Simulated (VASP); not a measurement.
# Lu3Sc2O (P6/mmm) in VASP: notebook, part 2 of 2

VASP 6.6.1.

### Step 3. Single point, PBE

This run uses another cell than the first one, of 29.69 Å³/atom, 1.698 times its volume.

INCAR

```
PREC = Accurate
ENCUT = 520
EDIFF = 1E-7
ISMEAR = 0
SIGMA = 0.1
LREAL = F
LASPH = T
NELM = 100
ALGO = Normal
ISIF = 2
LWAVE = F
LCHARG = F
GGA = PE
NBANDS = 60
```

KPOINTS

```
Automatic mesh
0
Gamma
  3 3 6
```

POSCAR

```
Lu3Sc2O
1.0
    6.0892640605      0.0000000030      0.0000000000
   -3.0446320328      5.2734573652      0.0000000000
    0.0000000000      0.0000000000      5.5480794694
Lu Sc O
3 2 1
Direct
    0.5000000000      0.0000000000      0.5000000000
    0.5000000000      0.5000000000      0.5000000000
    0.0000000000      0.5000000000      0.5000000000
    0.3333333333      0.6666666667      0.0000000000
    0.6666666667      0.3333333333      0.0000000000
    0.0000000000      0.0000000000      0.0000000000
```

Potentials or basis: VASP PAW PBE potentials, release 64 (Lu, Sc_sv, O).

Command:

```bash
$ cat potpaw_PBE.64/Lu/POTCAR potpaw_PBE.64/Sc_sv/POTCAR potpaw_PBE.64/O/POTCAR > POTCAR
$ mpirun -np 1 vasp_std > vasp.out
```

OUTCAR:

```text
PREC = Accurate
   ENCUT = 520
   EDIFF = 1E-7
   ISMEAR = 0
   LREAL = F
   LASPH = T
   NELM = 100
   ISIF = 2
   GGA = PE

 ion  position               nearest neighbor table
   1  0.500  0.000  0.500-   2 3.04   2 3.04   3 3.04   3 3.04   4 3.28   5 3.28   4 3.28   5 3.28

   2  0.500  0.500  0.500-   1 3.04   1 3.04   3 3.04   3 3.04   4 3.28   5 3.28   4 3.28   5 3.28

   3  0.000  0.500  0.500-   1 3.04   1 3.04   2 3.04   2 3.04   4 3.28   5 3.28   4 3.28   5 3.28

   4  0.333  0.667  0.000-   1 3.28   1 3.28   3 3.28   3 3.28   2 3.28   2 3.28
   5  0.667  0.333  0.000-   1 3.28   1 3.28   3 3.28   3 3.28   2 3.28   2 3.28
   6  0.000  0.000  0.000-

  LATTYP: Found a hexagonal cell.
 ALAT       =     6.0892640605
 C/A-ratio  =     0.9111247951

  Lattice vectors:

 A1 = (   6.0892640605,   0.0000000030,   0.0000000000)
 A2 = (  -3.0446320328,   5.2734573652,   0.0000000000)
 A3 = (   0.0000000000,   0.0000000000,   5.5480794694)

Analysis of symmetry for initial positions (statically):
=====================================================================
 Subroutine PRICEL returns:
 Original cell was already a primitive cell.

 Routine SETGRP: Setting up the symmetry group for a
 hexagonal supercell.

 Subroutine GETGRP returns: Found 24 space group operations
 (whereof 24 operations were pure point group operations)
 out of a pool of 24 trial point group operations.

The static configuration has the point symmetry D_6h.

Analysis of symmetry for dynamics (positions and initial velocities):
=====================================================================
 Subroutine PRICEL returns:
 Original cell was already a primitive cell.

 Routine SETGRP: Setting up the symmetry group for a
 hexagonal supercell.

 Subroutine GETGRP returns: Found 24 space group operations
 (whereof 24 operations were pure point group operations)
 out of a pool of 24 trial point group operations.

The dynamic configuration has the point symmetry D_6h.

 Subroutine INISYM returns: Found 24 space group operations
 (whereof 24 operations are pure point group operations),
 and found     1 'primitive' translations

----------------------------------------------------------------------------------------

                                     Primitive cell

  volume of cell :     178.1570

  direct lattice vectors                    reciprocal lattice vectors
     6.089264060  0.000000003  0.000000000     0.164223458  0.094814458  0.000000000
    -3.044632033  5.273457365  0.000000000    -0.000000000  0.189628915  0.000000000
     0.000000000  0.000000000  5.548079469     0.000000000  0.000000000  0.180242552

  length of vectors
     6.089264060  6.089264060  5.548079469     0.189628915  0.189628915  0.180242552

  position of ions in fractional coordinates (direct lattice)
     0.500000000  0.000000000  0.500000000
     0.500000000  0.500000000  0.500000000
     0.000000000  0.500000000  0.500000000
     0.333333333  0.666666667  0.000000000
     0.666666667  0.333333333  0.000000000
     0.000000000  0.000000000  0.000000000

  ion indices of the primitive-cell ions
[... 36 lines left out ...]
  0.000000  0.000000  0.000000      1.000000
  0.333333 -0.000000  0.000000      6.000000
  0.333333  0.333333  0.000000      2.000000
  0.000000  0.000000  0.166667      2.000000
  0.333333 -0.000000  0.166667     12.000000
  0.333333  0.333333  0.166667      4.000000
  0.000000  0.000000  0.333333      2.000000
  0.333333 -0.000000  0.333333     12.000000
  0.333333  0.333333  0.333333      4.000000
  0.000000  0.000000  0.500000      1.000000
  0.333333 -0.000000  0.500000      6.000000
  0.333333  0.333333  0.500000      2.000000
   k-points           NKPTS =     12   k-points in BZ     NKDIM =     12   number of bands    NBANDS=     60
   number of dos      NEDOS =    301   number of ions     NIONS =      6
   total plane-waves  NPLWV =  96768
   dimension x,y,z NGX =    48 NGY =   48 NGZ =   42
   dimension x,y,z NGXF=    96 NGYF=   96 NGZF=   84
   ions per type =               3   2   1
   NGX,Y,Z   is equivalent  to a cutoff of  13.10, 13.10, 12.59 a.u.
   NGXF,Y,Z  is equivalent  to a cutoff of  26.21, 26.21, 25.17 a.u.
 SYSTEM =  unknown system
   PREC   = accura    normal or accurate (medium, high low for compatibility)
   ISTART =      0    job   : 0-new  1-cont  2-samecut
   ICHARG =      2    charge: 1-file 2-atom 10-const
   ISPIN  =      1    spin polarized calculation?
   LNONCOLLINEAR =      F non collinear calculations
   LSORBIT =      F    spin-orbit coupling
   LASPH  =      T    aspherical Exc in radial PAW
   ENCUT  =  520.0 eV  38.22 Ry    6.18 a.u.  11.32 11.32 10.32*2*pi/ulx,y,z
   NELM   =    100;   NELMIN=  2; NELMDL= -5     # of ELM steps
   EDIFF  = 0.1E-06   stopping-criterion for ELM
   LREAL  =      F    real-space projection
   EDIFFG = 0.1E-05   stopping-criterion for IOM
   NSW    =      0    number of steps for IOM
   IBRION =     -1    ionic relax: 0-MD 1-quasi-New 2-CG
   NFREE  =      0    steps in history (QN), initial steepest desc. (CG)
   ISIF   =      2    stress and relaxation
   ISYM   =      2    0-nonsym 1-usesym 2-fastsym
   POTIM  = 0.5000    time-step for ionic-motion
   TEBEG  =    0.0;   TEEND  =   0.0 temperature during run
   PSTRESS=    0.0 pullay stress
   NELECT =     103.0000    total number of electrons
   NUPDOWN=      -1.0000    fix difference up-down
   EMIN   =  10.00;   EMAX   =-10.00  energy-range for DOS
   EFERMI =   0.00;   METHOD = LEGACY
   ISMEAR =     0;   SIGMA  =   0.10  broadening in eV -4-tet -1-fermi 0-gaus
   EFERMI_NEDOS =   21; number of points for ismear=-14 and -15
   IALGO  =     38    algorithm
   IMIX   =      4    mixing-type and parameters
     AMIX     =   0.40;   BMIX     =  1.00
     AMIX_MAG =   1.60;   BMIX_MAG =  1.00
  volume/ion in A,a.u.               =      29.69       200.38
  Fermi-wavevector in a.u.,A,eV,Ry     =   1.363807  2.577222 25.306424  1.859970
  Thomas-Fermi vector in A             =   2.490178
   LORBIT       =      0    0 simple, 1 ext, 2 COOP (PROOUT), +10 PAW based schemes
   GGA     = PE    functional components
   LHFCALC =     F    Hartree Fock is set to
   AEXX    =    0.0000 exact exchange contribution
   IVDW    =     0    specifies the selected vdW correction
   LEPSILON=     F    determine dielectric tensor
   LRPA    =     F    only Hartree local field effects (RPA)
 non-spin polarized calculation
 Gauss-broadening in eV      SIGMA  =   0.10
  energy-cutoff  :      520.00
  volume of cell :      178.16
 maximum number of plane-waves:      4809
 NGX is ok and might be reduce to    48
   NGX = 23   NGY = 23   NGZ = 21

 number of electron     103.0000003 magnetization

 Free energy of the ion-electron system (eV)
  ---------------------------------------------------
  ext. energy  EPLUGINS =         0.00000000
  ---------------------------------------------------
  free energy    TOTEN  =       -25.54859047 eV

  energy without entropy =      -25.48344705  energy(sigma->0) =      -25.51601876

 E-fermi :   1.4733     XC(G=0):  -9.3070

 val. band max:        1.4710046726   @ k =   0.0000   0.0000   0.0000
 cond. band min:       1.4768627200   @ k =   0.3333  -0.0000   0.5000
 fundamental gap:      0.0058580474
 Fermi energy:         1.4732604336

 k-point     1 :       0.0000    0.0000    0.0000
  band No.  band energies     occupation
      1     -55.0176      2.00000
      2     -54.9421      2.00000
      3     -54.9421      2.00000
      4     -48.7485      2.00000
      5     -48.7375      2.00000
      6     -27.4098      2.00000
[... 745 lines left out ...]
     59       2.6672      0.00000
     60       2.8283      0.00000

------------------------ aborting loop because EDIFF is reached ----------------------------------------

  FORCE on cell =-STRESS in cart. coord.  units (eV):
  Direction    XX          YY          ZZ          XY          YZ          ZX
  --------------------------------------------------------------------------------------
  -------------------------------------------------------------------------------------
  Total       -0.1667101     -0.1667101      0.0415984     -0.0000000     -0.0000000      0.0000000
  in kB       -1.4992344     -1.4992344      0.3740967     -0.0000000     -0.0000000      0.0000000
  external PRESSURE =      -0.8747907 kB  Pullay stress =       0.0000000 kB

 VOLUME and BASIS-vectors are now :
 -----------------------------------------------------------------------------
  energy-cutoff  :      520.00
  volume of cell :      178.16
      direct lattice vectors                 reciprocal lattice vectors
     6.089264060  0.000000003  0.000000000     0.164223458  0.094814458  0.000000000
    -3.044632033  5.273457365  0.000000000    -0.000000000  0.189628915  0.000000000
     0.000000000  0.000000000  5.548079469     0.000000000  0.000000000  0.180242552

 POSITION                                       TOTAL-FORCE (eV/Angst)
 -----------------------------------------------------------------------------------
      3.04463      0.00000      2.77404         0.000000      0.000000      0.000000
      1.52232      2.63673      2.77404         0.000000      0.000000      0.000000
     -1.52232      2.63673      2.77404         0.000000      0.000000      0.000000
     -0.00000      3.51564      0.00000         0.000000     -0.000000      0.000000
      3.04463      1.75782      0.00000        -0.000000      0.000000      0.000000
      0.00000      0.00000      0.00000         0.000000      0.000000      0.000000
 -----------------------------------------------------------------------------------
    total drift:                                0.000000      0.000000     -0.000000

  FREE ENERGIE OF THE ION-ELECTRON SYSTEM (eV)
  ---------------------------------------------------
  free  energy   TOTEN  =       -25.5485904726 eV

  energy  without entropy=      -25.4834470479  energy(sigma->0) =      -25.51601876
```

OSZICAR:

```text
N       E                     dE             d eps       ncg     rms          rms(c)
DAV:   1     0.158013245093E+04    0.15801E+04   -0.35451E+04  2028   0.514E+03
DAV:   2     0.279697076721E+03   -0.13004E+04   -0.12485E+04  1976   0.123E+03
[... 14 lines left out ...]
DAV:  17    -0.255486331936E+02   -0.36651E-04   -0.28443E-04  2160   0.592E-02    0.788E-02
DAV:  18    -0.255485871814E+02    0.46012E-04   -0.21780E-04  2080   0.377E-02    0.740E-03
DAV:  19    -0.255485905240E+02   -0.33425E-05   -0.22250E-05  2364   0.164E-02    0.704E-03
DAV:  20    -0.255485912072E+02   -0.68327E-06   -0.22133E-06  1536   0.509E-03    0.998E-03
DAV:  21    -0.255485904095E+02    0.79772E-06   -0.18705E-06  1472   0.367E-03    0.190E-03
DAV:  22    -0.255485904726E+02   -0.63057E-07   -0.39241E-07  1256   0.223E-03
   1 F= -.25548590E+02 E0= -.25516019E+02  d E =-.651434E-01
```

stdout:

```text
POSCAR found type information on POSCAR LuScO
 POSCAR found :  3 types and       6 ions
 scaLAPACK will be used
 LDA part: xc-table for (Slater+PW92), standard interpolation
 POSCAR, INCAR and KPOINTS ok, starting setup
 FFT: planning ... GRIDC
 FFT: planning ... GRID_SOFT
 FFT: planning ... GRID
 WAVECAR not read
 entering main loop
```

Wall time 2.2 min (1 thread of Intel Xeon 6975P-C (Granite Rapids), shared host); peak memory 0.37 GiB.

What came out:

```
Free energy : -25.5486 eV
Pressure    : -0.1 GPa
```

Stress tensor (GPa, compression positive):
```
-0.15  0.00  0.00
 0.00 -0.15  0.00
 0.00  0.00  0.04
```

Levels at points of the mesh, in eV from the Fermi level:
```csv
k point,band 47,band 48,band 49,band 50,band 51,band 52,band 53,band 54,band 55,band 56
"(0.00, 0.00, 0.00)",-1.25,-1.10,-1.10,-0.96,-0.69,-0.03,-0.02,-0.02,0.00,0.00
"(0.00, 0.00, 0.50)",-1.74,-1.65,-1.37,-1.37,-0.05,0.50,0.50,0.57,0.57,0.71
```

Caveat: the k points lie up to 0.40 Å⁻¹ apart; spin-orbit coupling is left out, which moves the levels of the heavy elements; an odd number of electrons without spin polarisation forces a metal; a magnetic or distorted state may lie lower.
